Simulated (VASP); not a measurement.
# Ge (Fd-3m) in VASP: a series of runs

The runs below take Ge through single point, with PBE.

All numbers are computed with VASP 6.6.1; they aren't measurements. Logs are shortened: lines on timing, memory, paths and dates and some standing lists are left out, and cuts for length are marked.

### 1 The cell of the first run

The structure is cubic, space group Fd-3m (No. 227). The conventional cell has a = 5.610 Å, b = 5.610 Å, c = 5.610 Å, α = 90.00°, β = 90.00°, γ = 90.00°. Ge (site symmetry -43m) has 4 Ge at 2.43 Å within 3.2 Å.

### 2 Single point, PBE

Contents of INCAR:

```
PREC = Accurate
ENCUT = 500
EDIFF = 1E-6
ISMEAR = 0
SIGMA = 0.01
LREAL = False
LASPH = True
NELM = 120
ALGO = Normal
ISIF = 2
LWAVE = False
LCHARG = True
GGA = PE
LELF = True
LVHAR = True
NBANDS = 21
GGA_COMPAT = False
```

Contents of KPOINTS:

```
regular mesh
0
Gamma
  6 6 6
```

Contents of POSCAR:

```
Ge
1.0
    0.0000000000      2.8051365231      2.8051365231
    2.8051365231      0.0000000000      2.8051365231
    2.8051365231      2.8051365231      0.0000000000
Ge
2
Direct
    0.0000000000      0.0000000000      0.0000000000
    0.2500000000      0.2500000000      0.2500000000
```

Potentials or basis: VASP PAW PBE potentials, release 64 (Ge_d).

Command:

```
> cat potpaw_PBE.64/Ge_d/POTCAR > POTCAR
> mpirun -np 1 vasp_std > vasp.out
```

OUTCAR:

```text
PREC = Accurate
   ENCUT = 500
   EDIFF = 1E-6
   ISMEAR = 0
   LREAL = False
   LASPH = True
   NELM = 120
   ISIF = 2
   GGA = PE

 ion  position               nearest neighbor table
   1  0.000  0.000  0.000-   2 2.43   2 2.43   2 2.43   2 2.43
   2  0.250  0.250  0.250-   1 2.43   1 2.43   1 2.43   1 2.43

  LATTYP: Found a face centered cubic cell.
 ALAT       =     5.6102730462

  Lattice vectors:

 A1 = (   0.0000000000,   2.8051365231,   2.8051365231)
 A2 = (   2.8051365231,   0.0000000000,   2.8051365231)
 A3 = (   2.8051365231,   2.8051365231,   0.0000000000)

Analysis of symmetry for initial positions (statically):
=====================================================================
 Subroutine PRICEL returns:
 Original cell was already a primitive cell.

 Routine SETGRP: Setting up the symmetry group for a
 face centered cubic supercell.

 Subroutine GETGRP returns: Found 48 space group operations
 (whereof 24 operations were pure point group operations)
 out of a pool of 48 trial point group operations.

The static configuration has the point symmetry T_d .
 The point group associated with its full space group is O_h .

Analysis of symmetry for dynamics (positions and initial velocities):
=====================================================================
 Subroutine PRICEL returns:
 Original cell was already a primitive cell.

 Routine SETGRP: Setting up the symmetry group for a
 face centered cubic supercell.

 Subroutine GETGRP returns: Found 48 space group operations
 (whereof 24 operations were pure point group operations)
 out of a pool of 48 trial point group operations.

The dynamic configuration has the point symmetry T_d .
 The point group associated with its full space group is O_h .

 Subroutine INISYM returns: Found 48 space group operations
 (whereof 24 operations are pure point group operations),
 and found     1 'primitive' translations

----------------------------------------------------------------------------------------

                                     Primitive cell

  volume of cell :      44.1461

  direct lattice vectors                    reciprocal lattice vectors
     0.000000000  2.805136523  2.805136523    -0.178244444  0.178244444  0.178244444
     2.805136523  0.000000000  2.805136523     0.178244444 -0.178244444  0.178244444
     2.805136523  2.805136523  0.000000000     0.178244444  0.178244444 -0.178244444

  length of vectors
     3.967062115  3.967062115  3.967062115     0.308728433  0.308728433  0.308728433

  position of ions in fractional coordinates (direct lattice)
     0.000000000  0.000000000  0.000000000
     0.250000000  0.250000000  0.250000000

  ion indices of the primitive-cell ions
   primitive index   ion index
                 1           1
                 2           2

----------------------------------------------------------------------------------------

 KPOINTS: regular mesh

Automatic generation of k-mesh.
 Grid dimensions read from file:
 generate k-points for:    6    6    6

 Generating k-lattice:

  Cartesian coordinates                     Fractional coordinates (reciprocal lattice)
    -0.029707407  0.029707407  0.029707407     0.166666667  0.000000000  0.000000000
     0.029707407 -0.029707407  0.029707407     0.000000000  0.166666667  0.000000000
     0.029707407  0.029707407 -0.029707407     0.000000000  0.000000000  0.166666667

  Length of vectors
     0.051454739  0.051454739  0.051454739

  Shift w.r.t. Gamma in fractional coordinates (k-lattice)
     0.000000000  0.000000000  0.000000000

 Subroutine IBZKPT returns following result:
 ===========================================

 Found     16 irreducible k-points:

 Following reciprocal coordinates:
            Coordinates               Weight
  0.000000  0.000000  0.000000      1.000000
  0.166667  0.000000  0.000000      8.000000
  0.333333  0.000000  0.000000      8.000000
  0.500000  0.000000  0.000000      4.000000
  0.166667  0.166667  0.000000      6.000000
  0.333333  0.166667  0.000000     24.000000
[... 8 lines left out ...]
 -0.333333  0.333333  0.166667     24.000000
 -0.333333  0.500000  0.166667     12.000000
   k-points           NKPTS =     16   k-points in BZ     NKDIM =     16   number of bands    NBANDS=     21
   number of dos      NEDOS =    301   number of ions     NIONS =      2
   total plane-waves  NPLWV =  27000
   dimension x,y,z NGX =    30 NGY =   30 NGZ =   30
   dimension x,y,z NGXF=    60 NGYF=   60 NGZF=   60
   ions per type =               2
   NGX,Y,Z   is equivalent  to a cutoff of  12.57, 12.57, 12.57 a.u.
   NGXF,Y,Z  is equivalent  to a cutoff of  25.14, 25.14, 25.14 a.u.
 SYSTEM =  unknown system
   PREC   = accura    normal or accurate (medium, high low for compatibility)
   ISTART =      0    job   : 0-new  1-cont  2-samecut
   ICHARG =      2    charge: 1-file 2-atom 10-const
   ISPIN  =      1    spin polarized calculation?
   LNONCOLLINEAR =      F non collinear calculations
   LSORBIT =      F    spin-orbit coupling
   LASPH  =      T    aspherical Exc in radial PAW
   ENCUT  =  500.0 eV  36.75 Ry    6.06 a.u.   7.23  7.23  7.23*2*pi/ulx,y,z
   NELM   =    120;   NELMIN=  2; NELMDL= -5     # of ELM steps
   EDIFF  = 0.1E-05   stopping-criterion for ELM
   LREAL  =      F    real-space projection
   EDIFFG = 0.1E-04   stopping-criterion for IOM
   NSW    =      0    number of steps for IOM
   IBRION =     -1    ionic relax: 0-MD 1-quasi-New 2-CG
   NFREE  =      0    steps in history (QN), initial steepest desc. (CG)
   ISIF   =      2    stress and relaxation
   ISYM   =      2    0-nonsym 1-usesym 2-fastsym
   POTIM  = 0.5000    time-step for ionic-motion
   TEBEG  =    0.0;   TEEND  =   0.0 temperature during run
   PSTRESS=    0.0 pullay stress
   NELECT =      28.0000    total number of electrons
   NUPDOWN=      -1.0000    fix difference up-down
   EMIN   =  10.00;   EMAX   =-10.00  energy-range for DOS
   EFERMI =   0.00;   METHOD = LEGACY
   ISMEAR =     0;   SIGMA  =   0.01  broadening in eV -4-tet -1-fermi 0-gaus
   EFERMI_NEDOS =   21; number of points for ismear=-14 and -15
   IALGO  =     38    algorithm
   IMIX   =      4    mixing-type and parameters
     AMIX     =   0.40;   BMIX     =  1.00
     AMIX_MAG =   1.60;   BMIX_MAG =  1.00
  volume/ion in A,a.u.               =      22.07       148.96
  Fermi-wavevector in a.u.,A,eV,Ry     =   1.406577  2.658045 26.918566  1.978459
  Thomas-Fermi vector in A             =   2.528923
   LORBIT       =      0    0 simple, 1 ext, 2 COOP (PROOUT), +10 PAW based schemes
   GGA     = PE    functional components
   LHFCALC =     F    Hartree Fock is set to
   AEXX    =    0.0000 exact exchange contribution
   IVDW    =     0    specifies the selected vdW correction
   LEPSILON=     F    determine dielectric tensor
   LRPA    =     F    only Hartree local field effects (RPA)
 non-spin polarized calculation
 Gauss-broadening in eV      SIGMA  =   0.01
  energy-cutoff  :      500.00
  volume of cell :       44.15
 maximum number of plane-waves:      1139
 NGX is ok and might be reduce to    30
   NGX = 15   NGY = 15   NGZ = 15

 number of electron      28.0000032 magnetization

 Free energy of the ion-electron system (eV)
  ---------------------------------------------------
  ext. energy  EPLUGINS =         0.00000000
  ---------------------------------------------------
  free energy    TOTEN  =        -8.93276860 eV

  energy without entropy =       -8.93276860  energy(sigma->0) =       -8.93276860

 E-fermi :   5.3973     XC(G=0): -10.0383

 val. band max:        5.2519650483   @ k =   0.0000   0.0000   0.0000
 cond. band min:       5.5144670743   @ k =   0.5000   0.0000   0.0000
 fundamental gap:      0.2625020259
 Fermi energy:         5.3972573672

 k-point     1 :       0.0000    0.0000    0.0000
  band No.  band energies     occupation
      1     -19.6007      2.00000
      2     -19.6007      2.00000
      3     -19.6007      2.00000
      4     -19.5627      2.00000
      5     -19.5627      2.00000
      6     -19.3381      2.00000
[... 13 lines left out ...]
     20      14.7975      0.00000
     21      14.7975      0.00000

 k-point     2 :       0.1667    0.0000    0.0000
  band No.  band energies     occupation
      1     -19.6135      2.00000
      2     -19.6135      2.00000
      3     -19.5962      2.00000
      4     -19.5440      2.00000
      5     -19.5440      2.00000
      6     -19.3555      2.00000
[... 13 lines left out ...]
     20      13.6353      0.00000
     21      13.6353      0.00000

 k-point     3 :       0.3333    0.0000    0.0000
  band No.  band energies     occupation
      1     -19.6242      2.00000
      2     -19.6242      2.00000
      3     -19.5870      2.00000
      4     -19.5236      2.00000
      5     -19.5236      2.00000
      6     -19.3703      2.00000
[... 13 lines left out ...]
     20      14.2888      0.00000
     21      14.2888      0.00000

 k-point     4 :       0.5000    0.0000    0.0000
  band No.  band energies     occupation
      1     -19.6266      2.00000
      2     -19.6266      2.00000
      3     -19.5822      2.00000
      4     -19.5180      2.00000
      5     -19.5180      2.00000
      6     -19.3734      2.00000
[... 13 lines left out ...]
     20      16.6074      0.00000
     21      16.6084      0.00000

 k-point     5 :       0.1667    0.1667    0.0000
  band No.  band energies     occupation
      1     -19.6108      2.00000
      2     -19.6108      2.00000
      3     -19.6107      2.00000
      4     -19.5458      2.00000
      5     -19.5224      2.00000
      6     -19.3921      2.00000
[... 13 lines left out ...]
     20      13.7622      0.00000
     21      15.2763      0.00000

 k-point     6 :       0.3333    0.1667    0.0000
  band No.  band energies     occupation
      1     -19.6326      2.00000
      2     -19.6218      2.00000
      3     -19.5898      2.00000
      4     -19.5238      2.00000
      5     -19.4951      2.00000
      6     -19.4191      2.00000
[... 13 lines left out ...]
     20      15.0757      0.00000
     21      15.6189      0.00000

 k-point     7 :       0.5000    0.1667    0.0000
  band No.  band energies     occupation
      1     -19.6445      2.00000
      2     -19.6303      2.00000
      3     -19.5647      2.00000
      4     -19.5035      2.00000
      5     -19.4946      2.00000
      6     -19.4134      2.00000
[... 13 lines left out ...]
     20      16.4489      0.00000
     21      16.6224      0.00000

 k-point     8 :      -0.3333    0.1667    0.0000
  band No.  band energies     occupation
      1     -19.6408      2.00000
      2     -19.6341      2.00000
      3     -19.5603      2.00000
      4     -19.5163      2.00000
      5     -19.4951      2.00000
      6     -19.3989      2.00000
[... 13 lines left out ...]
     20      14.4945      0.00000
     21      16.4110      0.00000

 k-point     9 :      -0.1667    0.1667    0.0000
  band No.  band energies     occupation
      1     -19.6284      2.00000
      2     -19.6232      2.00000
      3     -19.5835      2.00000
      4     -19.5343      2.00000
      5     -19.5149      2.00000
      6     -19.3853      2.00000
[... 13 lines left out ...]
     20      14.7437      0.00000
     21      14.7569      0.00000

 k-point    10 :       0.3333    0.3333    0.0000
  band No.  band energies     occupation
      1     -19.6286      2.00000
      2     -19.6286      2.00000
      3     -19.5964      2.00000
      4     -19.5003      2.00000
      5     -19.4716      2.00000
      6     -19.4514      2.00000
[... 13 lines left out ...]
     20      16.7181      0.00000
     21      17.2867      0.00000

 k-point    11 :       0.5000    0.3333    0.0000
  band No.  band energies     occupation
      1     -19.6471      2.00000
      2     -19.6351      2.00000
      3     -19.5603      2.00000
      4     -19.4914      2.00000
      5     -19.4722      2.00000
      6     -19.4299      2.00000
[... 13 lines left out ...]
     20      17.0501      0.00000
     21      17.4939      0.00000

 k-point    12 :      -0.3333    0.3333    0.0000
  band No.  band energies     occupation
      1     -19.6560      2.00000
      2     -19.6382      2.00000
      3     -19.5436      2.00000
      4     -19.4682      2.00000
      5     -19.4614      2.00000
      6     -19.4475      2.00000
[... 13 lines left out ...]
     20      14.2367      0.00000
     21      19.0313      0.00000

 k-point    13 :       0.5000    0.5000    0.0000
  band No.  band energies     occupation
      1     -19.6366      2.00000
      2     -19.6366      2.00000
      3     -19.5466      2.00000
      4     -19.5466      2.00000
      5     -19.4394      2.00000
      6     -19.4394      2.00000
[... 13 lines left out ...]
     20      17.1224      0.00000
     21      18.2357      0.00000

 k-point    14 :       0.5000    0.3333    0.1667
  band No.  band energies     occupation
      1     -19.6426      2.00000
      2     -19.6395      2.00000
      3     -19.5595      2.00000
      4     -19.5018      2.00000
      5     -19.4649      2.00000
      6     -19.4482      2.00000
[... 13 lines left out ...]
     20      15.3401      0.00000
     21      17.8495      0.00000

 k-point    15 :      -0.3333    0.3333    0.1667
  band No.  band energies     occupation
      1     -19.6534      2.00000
      2     -19.6424      2.00000
      3     -19.5361      2.00000
      4     -19.4825      2.00000
      5     -19.4581      2.00000
      6     -19.4499      2.00000
[... 13 lines left out ...]
     20      17.2137      0.00000
     21      17.3682      0.00000

 k-point    16 :      -0.3333    0.5000    0.1667
  band No.  band energies     occupation
      1     -19.6485      2.00000
      2     -19.6485      2.00000
      3     -19.5146      2.00000
      4     -19.5146      2.00000
      5     -19.4435      2.00000
      6     -19.4435      2.00000
[... 13 lines left out ...]
     20      16.4975      0.00000
     21      18.3789      0.00000

------------------------ aborting loop because EDIFF is reached ----------------------------------------

  FORCE on cell =-STRESS in cart. coord.  units (eV):
  Direction    XX          YY          ZZ          XY          YZ          ZX
  --------------------------------------------------------------------------------------
  -------------------------------------------------------------------------------------
  Total        1.4852631      1.4852631      1.4852631     -0.0000000     -0.0000000      0.0000000
  in kB       53.9041213     53.9041213     53.9041213     -0.0000000     -0.0000000      0.0000000
  external PRESSURE =      53.9041213 kB  Pullay stress =       0.0000000 kB

 VOLUME and BASIS-vectors are now :
 -----------------------------------------------------------------------------
  energy-cutoff  :      500.00
  volume of cell :       44.15
      direct lattice vectors                 reciprocal lattice vectors
     0.000000000  2.805136523  2.805136523    -0.178244444  0.178244444  0.178244444
     2.805136523  0.000000000  2.805136523     0.178244444 -0.178244444  0.178244444
     2.805136523  2.805136523  0.000000000     0.178244444  0.178244444 -0.178244444

 POSITION                                       TOTAL-FORCE (eV/Angst)
 -----------------------------------------------------------------------------------
      0.00000      0.00000      0.00000         0.000000      0.000000      0.000000
      1.40257      1.40257      1.40257        -0.000000     -0.000000     -0.000000
 -----------------------------------------------------------------------------------
    total drift:                                0.000000      0.000000      0.000000

  FREE ENERGIE OF THE ION-ELECTRON SYSTEM (eV)
  ---------------------------------------------------
  free  energy   TOTEN  =        -8.9327686014 eV

  energy  without entropy=       -8.9327686014  energy(sigma->0) =       -8.93276860
```

It took 7.7 s on 1 thread of Intel Xeon 6975P-C (Granite Rapids), shared host; peak memory 0.15 GiB.

What came out:

```
Free energy            : -8.9328 eV
Pressure               : 5.4 GPa
Band gap on the k mesh : 0.26 eV, indirect (least direct gap 0.27 eV)
```

A k mesh can miss the band edges.

### 3 Single point, PBE

This run uses another cell than the first one, of 22.64 Å³/atom, 1.026 times its volume.

Contents of INCAR:

```
ALGO = Normal
EDIFF = 1E-6
ENCUT = 500
GGA = PE
GGA_COMPAT = False
ISIF = 2
ISMEAR = 0
LASPH = True
LCHARG = False
LREAL = False
LWAVE = False
NBANDS = 21
NELM = 120
PREC = Accurate
SIGMA = 0.01
```

Contents of KPOINTS:

```
k-points
0
Gamma
  6 6 6
```

Contents of POSCAR:

```
Ge
1.0
    0.0000000000      2.8289100000      2.8289100000
    2.8289100000      0.0000000000      2.8289100000
    2.8289100000      2.8289100000      0.0000000000
Ge
2
Direct
    0.0000000000      0.0000000000      0.0000000000
    0.2500000000      0.2500000000      0.2500000000
```

Potentials or basis: VASP PAW PBE potentials, release 64 (Ge_d).

Command:

```
> cat potpaw_PBE.64/Ge_d/POTCAR > POTCAR
> mpirun -np 1 vasp_std > vasp.out
```

Run time: 7.4 s. Hardware: 1 thread of Intel Xeon 6975P-C (Granite Rapids), shared host; peak memory 0.16 GiB.

It converged, with:

* Free energy: -8.9644 eV
* Pressure: 3.3 GPa
* Band gap on the k mesh: 0.04 eV, direct

Levels at points of the mesh, in eV from the valence-band top:
```csv
k point,band 10,band 11,band 12,band 13,band 14,band 15,band 16,band 17,band 18,band 19
"(0.00, 0.00, 0.00)",-24.56,-12.77,0.00,0.00,0.00,0.04,2.55,2.55,2.55,6.43
"(0.50, 0.00, 0.00)",-24.53,-10.68,-7.60,-1.41,-1.41,0.18,3.75,3.75,7.13,10.57
"(0.50, 0.50, 0.00)",-24.51,-8.89,-8.89,-3.07,-3.07,0.75,0.75,9.52,9.52,11.61
```
